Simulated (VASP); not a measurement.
A run of VASP 6.6.1 is set up as follows.

Contents of INCAR:

```
SYSTEM = Si2Br
PREC = Accurate
ENCUT = 520
EDIFF = 1E-6
ISMEAR = 0
SIGMA = 0.1
LREAL = .False.
LASPH = .True.
NELM = 80
ALGO = Normal
ISIF = 2
LWAVE = .False.
LCHARG = .True.
GGA = PE
LELF = .True.
LVHAR = .True.
NBANDS = 24
```

File KPOINTS:

```
Automatic mesh
0
Gamma
  4 4 4
  0 0 0
```

POSCAR

```
Si2Br
1.0
    4.2846010000      0.0000000000      0.0000000000
    0.0000000000      4.2846010000      0.0000000000
    0.0000000000      0.0000000000      4.6708664800
Si Br
4 2
Direct
    0.5000000000      0.0000000000      0.7072967400
    0.0000000000      0.5000000000      0.7927032600
    0.0000000000      0.5000000000      0.2072967400
    0.5000000000      0.0000000000      0.2927032600
    0.5000000000      0.5000000000      0.7500000000
    0.5000000000      0.5000000000      0.2500000000
```

Potentials or basis: VASP PAW PBE potentials, release 64 (Si, Br).

The run is started by

```console
$ cat potpaw_PBE.64/Si/POTCAR potpaw_PBE.64/Br/POTCAR > POTCAR
$ mpirun -np 1 vasp_std > vasp.out
```

Problem. What does it give for the largest force?

Solution. 7.917 eV/Å.

Problem. What does it give for the band gap on the k mesh?

Solution. Zero (bands 15 and 16 overlap by 2.48 eV).

Forces on the atoms (eV/Å):
```
Si   0.000  0.000  7.917
Si   0.000  0.000 -7.917
Si   0.000  0.000  7.917
Si   0.000  0.000 -7.917
Br   0.000  0.000  0.000
Br   0.000  0.000  0.000
```

Caveat: the k points lie up to 0.37 Å⁻¹ apart, too coarse for converged energies and pressures of a metal; forces of over 1 eV/Å act on the atoms, so gaps and moduli don't describe the material at rest.
